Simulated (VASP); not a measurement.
A run of VASP 6.6.1 is set up as follows.

The input INCAR:

```
PREC = Accurate
ENCUT = 520
EDIFF = 1E-6
ISMEAR = 0
SIGMA = 0.1
LREAL = False
LASPH = True
NELM = 80
ALGO = Normal
ISIF = 2
LWAVE = False
LCHARG = False
GGA = PE
NBANDS = 34
```

The input KPOINTS:

```
regular mesh
0
Gamma
  6 6 2
```

POSCAR

```
Ga3W
1.0
    2.6394234465      0.0000000000      0.0000000000
    0.0000000000      2.6394234465      0.0000000000
    0.0000000000      0.0000000000     10.9389239689
Ga W
3 1
Direct
    0.0000000000      0.0000000000      0.2426203868
    0.0000000000      0.0000000000      0.5000000000
    0.0000000000      0.0000000000      0.7573796132
    0.0000000000      0.0000000000      0.0000000000
```

Potentials or basis: VASP PAW PBE potentials, release 64 (Ga_d, W_sv).

Launch:

```sh
$ cat potpaw_PBE.64/Ga_d/POTCAR potpaw_PBE.64/W_sv/POTCAR > POTCAR
$ mpirun -np 1 vasp_std > vasp.out
```

(1) What does it give for the largest force?

(2) Predict the pressure.

## Answers

(1) 0.030 eV/Å.

(2) 0.0 GPa.

Caveat: the k points lie up to 0.40 Å⁻¹ apart.
